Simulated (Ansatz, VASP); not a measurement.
Two plane-wave programs on GaC3

```
CELL_PARAMETERS angstrom
3.19738 0.00413 0.03848
0.00413 3.32835 -0.01252
0.03848 -0.01252 3.27363
ATOMIC_POSITIONS crystal
Ga 0.98826 0.00684 0.02792
C 0.01036 0.49552 0.50821
C 0.50251 0.99119 0.53250
C 0.51014 0.49445 0.98009
```

Alike in both runs: task single point; functional PBE; k mesh 5 × 5 × 5; occupations fermi-dirac, width 0.15 eV; no spin polarisation.

|  | VASP | Ansatz |
| --- | --- | --- |
| version | VASP 6.6.1 | Ansatz 0.2.0 |
| potentials or method | VASP PAW PBE potentials, release 64 (Ga_d, C), cutoff 520 eV | plane waves, PAW |
| valence electrons in the cell | 25 | 25 |

|  | VASP | Ansatz | Ansatz less VASP |
| --- | --- | --- | --- |
| pressure (GPa) | 11.0 | 10.5 | -0.49 |
| traceless stress, the component that is largest in VASP (GPa) | 2.87 | 2.86 | -0.001 |
| rms of the force components (eV/Å) | 0.584 | 0.584 | +0.0001 |

Atom by atom the forces differ by 0.003 eV/Å (rms over components). The functional is the same, so the differences come from potentials, cutoffs and numerics. Ansatz's warnings: stress scf threshold loose.

The k mesh is coarse, so the values compare programs but aren't converged.
